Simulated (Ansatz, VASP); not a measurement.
One calculation of MgCd3O4, two programs

```
CELL_PARAMETERS angstrom
3.27589 0.00000 0.00000
0.00000 4.66674 0.00000
0.00000 0.00000 6.64273
ATOMIC_POSITIONS crystal
Mg 0.00000 0.00000 0.00000
Cd 0.50000 0.50000 0.24445
Cd 0.00000 0.00000 0.50000
Cd 0.50000 0.50000 0.75555
O 0.00000 0.50000 0.00000
O 0.50000 0.00000 0.22372
O 0.00000 0.50000 0.50000
O 0.50000 0.00000 0.77628
```

Alike in both runs: task relaxation of cell and atoms; functional PBE; k mesh 12 × 8 × 6; occupations gaussian, width 0.1 eV; no spin polarisation.

|  | VASP | Ansatz |
| --- | --- | --- |
| version | VASP 6.6.1 | Ansatz 0.2.0 |
| potentials or method | VASP PAW PBE potentials, release 64 (Mg, Cd, O), cutoff 600 eV | scalar-relativistic, plane waves, PAW |
| valence electrons in the cell | 62 | 94 |

|  | VASP | Ansatz | Ansatz less VASP |
| --- | --- | --- | --- |
| gap on the k mesh at the Fermi level, each at its own relaxed structure (eV) | none | none | - |
| relaxed volume (Å³/atom) | 12.77 | 12.69 | -0.072 |
| relaxed cell length with the largest relative difference (Å) | 4.681 | 4.667 | -0.0144 |

A gap of «none» marks a metal or a gap that the smearing closes. VASP's potentials hold 62 valence electrons a cell and Ansatz's 94, so a difference there can come from the potentials and not from the codes.
